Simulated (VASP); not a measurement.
KCl:

```
K Cl
1.0
     0.00000    3.50728    3.50728
     3.50728    0.00000    3.50728
     3.50728    3.50728    0.00000
K Cl
1 1
Cartesian
  0.0000 0.0000 0.0000
  1.7536 1.7536 1.7536
```

Base run:

- Program: VASP 6.6.1
- Functional: HSE06
- Potentials or basis: VASP PAW PBE potentials, release 64 (K_sv, Cl)
- Cutoff: 520 eV
- k mesh: 4 × 4 × 4
- Occupations: gaussian, width 0.01 eV
- Spin: no spin polarisation

Its results: band gap on the k mesh 6.02 eV (least direct gap 6.05 eV); pressure 0.2 GPa.

Task: After a change of settings the same cell gave: band gap on the k mesh 4.47 eV (least direct gap 4.51 eV); pressure -1.2 GPa. Which change was it?
A. functional from HSE06 to LDA; potentials or basis from VASP PAW PBE potentials, release 64 (K_sv, Cl) to VASP PAW LDA potentials, release 64 (K_sv, Cl)
B. functional from HSE06 to PBE; further incar settings from ALGO = Normal; EDIFF = 1e-06; NBANDS = 15 to ALGO = Normal; EDIFF = 1e-07; NBANDS = 15
C. functional from HSE06 to PBE; k mesh from 4 × 4 × 4 to 6 × 6 × 6
D. functional from HSE06 to r2SCAN; further incar settings from ALGO = Normal; EDIFF = 1e-06; NBANDS = 15 to ALGO = Normal; EDIFF = 1e-07; NBANDS = 15

Result: A.

Caveats: the PAW data sets were made with another functional, which shifts forces and pressure a little (at least some runs).
